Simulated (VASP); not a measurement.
# GaN (R3m) in VASP: notebook, part 2 of 2

VASP 6.6.1. The steps go on from the part before.

**3. Single point, PBE (epitaxial 111 strain +4.0%)**

INCAR reads:

```
SYSTEM = GaN
PREC = Accurate
ENCUT = 520
EDIFF = 1E-7
ISMEAR = 0
SIGMA = 0.01
LREAL = .FALSE.
LASPH = .TRUE.
NELM = 60
ALGO = Normal
ISIF = 2
LWAVE = .FALSE.
LCHARG = .FALSE.
GGA = PE
NBANDS = 16
```

KPOINTS reads:

```
regular mesh
0
G
  6 6 6
  0 0 0
```

POSCAR reads:

```
GaN
1.0
   -0.0841429794      2.2547676633      2.2547676633
    2.2547676633     -0.0841429794      2.2547676633
    2.2547676633      2.2547676633     -0.0841429794
Ga N
1 1
Direct
   -0.0022964890     -0.0022964890     -0.0022964890
    0.2522964890      0.2522964890      0.2522964890
```

Potentials or basis: VASP PAW PBE potentials, release 64 (Ga_d, N).

Launch:

```bash
$ cat potpaw_PBE.64/Ga_d/POTCAR potpaw_PBE.64/N/POTCAR > POTCAR
$ mpirun -np 1 vasp_std > vasp.out
```

OUTCAR:

```text
SYSTEM = GaN
   PREC = Accurate
   ENCUT = 520
   EDIFF = 1E-7
   ISMEAR = 0
   LREAL = .FALSE.
   LASPH = .TRUE.
   NELM = 60
   ISIF = 2
   GGA = PE

 ion  position               nearest neighbor table
   1  0.998  0.998  0.998-   2 1.95   2 2.00   2 2.00   2 2.00
   2  0.252  0.252  0.252-   1 1.95   1 2.00   1 2.00   1 2.00

  LATTYP: Found a trigonal (rhomboedric) cell.
 ALAT       =     3.1898329850
 COS(alpha) =     0.4623602495

  Lattice vectors:

 A1 = (  -0.0841429794,   2.2547676633,   2.2547676633)
 A2 = (   2.2547676633,  -0.0841429794,   2.2547676633)
 A3 = (   2.2547676633,   2.2547676633,  -0.0841429794)

Analysis of symmetry for initial positions (statically):
=====================================================================
 Subroutine PRICEL returns:
 Original cell was already a primitive cell.

 Routine SETGRP: Setting up the symmetry group for a
 trigonal (rhombohedral) supercell.

 Subroutine GETGRP returns: Found  6 space group operations
 (whereof  6 operations were pure point group operations)
 out of a pool of 12 trial point group operations.

The static configuration has the point symmetry C_3v.

Analysis of symmetry for dynamics (positions and initial velocities):
=====================================================================
 Subroutine PRICEL returns:
 Original cell was already a primitive cell.

 Routine SETGRP: Setting up the symmetry group for a
 trigonal (rhombohedral) supercell.

 Subroutine GETGRP returns: Found  6 space group operations
 (whereof  6 operations were pure point group operations)
 out of a pool of 12 trial point group operations.

The dynamic configuration has the point symmetry C_3v.

 Subroutine INISYM returns: Found  6 space group operations
 (whereof  6 operations are pure point group operations),
[... 104 lines left out ...]
   POTIM  = 0.5000    time-step for ionic-motion
   TEBEG  =    0.0;   TEEND  =   0.0 temperature during run
   PSTRESS=    0.0 pullay stress
   NELECT =      18.0000    total number of electrons
   NUPDOWN=      -1.0000    fix difference up-down
   EMIN   =  10.00;   EMAX   =-10.00  energy-range for DOS
   EFERMI =   0.00;   METHOD = LEGACY
   ISMEAR =     0;   SIGMA  =   0.01  broadening in eV -4-tet -1-fermi 0-gaus
   EFERMI_NEDOS =   21; number of points for ismear=-14 and -15
   IALGO  =     38    algorithm
   IMIX   =      4    mixing-type and parameters
     AMIX     =   0.40;   BMIX     =  1.00
     AMIX_MAG =   1.60;   BMIX_MAG =  1.00
  volume/ion in A,a.u.               =      12.10        81.69
  Fermi-wavevector in a.u.,A,eV,Ry     =   1.483108  2.802667 29.927485  2.199608
  Thomas-Fermi vector in A             =   2.596810
   LORBIT       =      0    0 simple, 1 ext, 2 COOP (PROOUT), +10 PAW based schemes
   GGA     = PE    functional components
   LHFCALC =     F    Hartree Fock is set to
   AEXX    =    0.0000 exact exchange contribution
   IVDW    =     0    specifies the selected vdW correction
   LEPSILON=     F    determine dielectric tensor
   LRPA    =     F    only Hartree local field effects (RPA)
 non-spin polarized calculation
 Gauss-broadening in eV      SIGMA  =   0.01
  energy-cutoff  :      520.00
  volume of cell :       24.21
 maximum number of plane-waves:       662
   NGX = 11   NGY = 11   NGZ = 11

 number of electron      18.0000000 magnetization

 Free energy of the ion-electron system (eV)
  ---------------------------------------------------
  ext. energy  EPLUGINS =         0.00000000
  ---------------------------------------------------
  free energy    TOTEN  =       -12.09709537 eV

  energy without entropy =      -12.09709537  energy(sigma->0) =      -12.09709537

 E-fermi :   5.0427     XC(G=0): -11.3711

 val. band max:        4.8819632924   @ k =   0.0000   0.0000   0.0000
 cond. band min:       5.9894102479   @ k =   0.0000   0.0000   0.0000
 fundamental gap:      1.1074469554
 Fermi energy:         5.0427385582

 k-point     1 :       0.0000    0.0000    0.0000
  band No.  band energies     occupation
      1     -10.7772      2.00000
      2      -8.7314      2.00000
      3      -8.7314      2.00000
      4      -8.7175      2.00000
      5      -8.4606      2.00000
      6      -8.4606      2.00000
[... 433 lines left out ...]
      3      -8.5576      2.00000
      4      -8.4668      2.00000
      5      -8.4248      2.00000
      6      -6.5881      2.00000
[... 8 lines left out ...]
     15      24.7360      0.00000
     16      26.5568      0.00000

 [... further k-points ...]
[... 5 lines left out ...]
  --------------------------------------------------------------------------------------
  -------------------------------------------------------------------------------------
  Total       -0.6604255     -0.6604255     -0.6604255      0.7634973      0.7634973      0.7634973
  in kB      -43.7074377    -43.7074377    -43.7074377     50.5288098     50.5288098     50.5288098
  external PRESSURE =     -43.7074377 kB  Pullay stress =       0.0000000 kB

 VOLUME and BASIS-vectors are now :
 -----------------------------------------------------------------------------
  energy-cutoff  :      520.00
  volume of cell :       24.21
      direct lattice vectors                 reciprocal lattice vectors
    -0.084142979  2.254767663  2.254767663    -0.209710090  0.217839377  0.217839377
     2.254767663 -0.084142979  2.254767663     0.217839377 -0.209710090  0.217839377
     2.254767663  2.254767663 -0.084142979     0.217839377  0.217839377 -0.209710090

 POSITION                                       TOTAL-FORCE (eV/Angst)
 -----------------------------------------------------------------------------------
      4.41523      4.41523      4.41523        -0.021474     -0.021474     -0.021474
      1.11651      1.11651      1.11651         0.021474      0.021474      0.021474
 -----------------------------------------------------------------------------------
    total drift:                                0.000161      0.000161      0.000160

  FREE ENERGIE OF THE ION-ELECTRON SYSTEM (eV)
  ---------------------------------------------------
  free  energy   TOTEN  =       -12.0970953693 eV

  energy  without entropy=      -12.0970953693  energy(sigma->0) =      -12.09709537
```

OSZICAR:

```text
N       E                     dE             d eps       ncg     rms          rms(c)
DAV:   1     0.792213568284E+02    0.79221E+02   -0.94776E+03  1144   0.196E+03
DAV:   2    -0.822168502347E+01   -0.87443E+02   -0.82055E+02  1160   0.315E+02
DAV:   3    -0.139563672791E+02   -0.57347E+01   -0.57131E+01  1200   0.700E+01
DAV:   4    -0.140228296857E+02   -0.66462E-01   -0.66457E-01  1264   0.813E+00
DAV:   5    -0.140237268539E+02   -0.89717E-03   -0.89716E-03  1224   0.839E-01    0.754E+00
DAV:   6    -0.121046908357E+02    0.19190E+01   -0.50264E+00  1560   0.382E+01    0.271E+00
DAV:   7    -0.121054778756E+02   -0.78704E-03   -0.29430E-01  1104   0.678E+00    0.175E+00
DAV:   8    -0.121014722100E+02    0.40057E-02   -0.70626E-02  1152   0.312E+00    0.868E-01
DAV:   9    -0.120967340522E+02    0.47382E-02   -0.13313E-02  1528   0.240E+00    0.251E-01
DAV:  10    -0.120971725490E+02   -0.43850E-03   -0.13467E-03  1096   0.423E-01    0.137E-01
DAV:  11    -0.120970913906E+02    0.81158E-04   -0.21549E-04  1472   0.244E-01    0.157E-02
DAV:  12    -0.120970954063E+02   -0.40157E-05   -0.24783E-05  1128   0.432E-02    0.251E-03
DAV:  13    -0.120970953693E+02    0.36976E-07   -0.47887E-07  1368   0.121E-02
   1 F= -.12097095E+02 E0= -.12097095E+02  d E =-.143732-116
```

stdout:

```text
POSCAR found type information on POSCAR GaN
 POSCAR found :  2 types and       2 ions
 scaLAPACK will be used
 LDA part: xc-table for (Slater+PW92), standard interpolation
 POSCAR, INCAR and KPOINTS ok, starting setup
 FFT: planning ... GRIDC
 FFT: planning ... GRID_SOFT
 FFT: planning ... GRID
 WAVECAR not read
 entering main loop
```

It took 27 s on 1 thread of AMD EPYC 7R13, shared host; peak memory 0.11 GiB.

Results:

| Quantity | Value |
| --- | --- |
| Free energy | -12.0971 eV |
| Pressure | -4.4 GPa |
| Largest force | 0.037 eV/Å |
| Band gap on the k mesh | 1.11 eV, direct |

Forces in eV/Å, atoms in the order of the input:
```
Ga  -0.021 -0.021 -0.021
N    0.021  0.021  0.021
```

Caveat: the cell differs from its parent crystal (epitaxial 111 strain +4.0%).
